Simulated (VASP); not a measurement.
Input of a VASP 6.6.1 run:

Contents of INCAR:

```
SYSTEM = Ta2Si
ALGO     = Fast           ! electronic algorithm
EDIFF    = 1E-6           ! SCF threshold, eV
ENCUT    = 520            ! plane-wave cutoff, eV
GGA      = PS             ! functional
ISIF     = 2              ! what is computed and relaxed
ISMEAR   = 0              ! smearing method
IVDW     = 12             ! dispersion correction
LASPH    = .TRUE.         ! aspherical terms in the spheres
LCHARG   = .FALSE.        ! write CHGCAR
LREAL    = .FALSE.        ! projectors in reciprocal space
LWAVE    = .FALSE.        ! write WAVECAR
NBANDS   = 35             ! bands
NELM     = 100            ! most SCF steps
PREC     = Accurate       ! precision mode
SIGMA    = 0.1            ! smearing width, eV
```

File KPOINTS:

```
k-points
0
G
  10 10 10
  0 0 0
```

The input POSCAR:

```
Ta2Si
1.0
   -3.0877629443      3.0877629443      2.5236412193
    3.0877629443     -3.0877629443      2.5236412193
    3.0877629443      3.0877629443     -2.5236412193
Ta Si
4 2
Direct
    0.6635932100      0.8364067900      0.5000000000
    0.8364067900      0.3364067900      0.1728135800
    0.3364067900      0.1635932100      0.5000000000
    0.1635932100      0.6635932100      0.8271864200
    0.2500000000      0.2500000000      0.0000000000
    0.7500000000      0.7500000000      0.0000000000
```

Potentials or basis: VASP PAW PBE potentials, release 64 (Ta_pv, Si).

Launch:

```console
$ cat potpaw_PBE.64/Ta_pv/POTCAR potpaw_PBE.64/Si/POTCAR > POTCAR
$ mpirun -np 1 vasp_std > vasp.out
```

(1) What does it give for the pressure?

(2) Predict the band gap on the k mesh.

(3) Estimate the dispersion energy per atom.

(4) Estimate the largest force.

## Answers

(1) -9.3 GPa.

(2) zero (band 26 reaches 7.78 eV, above the bottom of band 27 at 7.01 eV).

(3) -0.639 eV.

(4) 0.068 eV/Å.

Caveat: three body term missing; the PAW data sets were made with another functional, which shifts forces and pressure a little; spin-orbit coupling is left out, which moves the levels of the heavy elements; pairwise dispersion overbinds metals, which lowers pressure and volume.
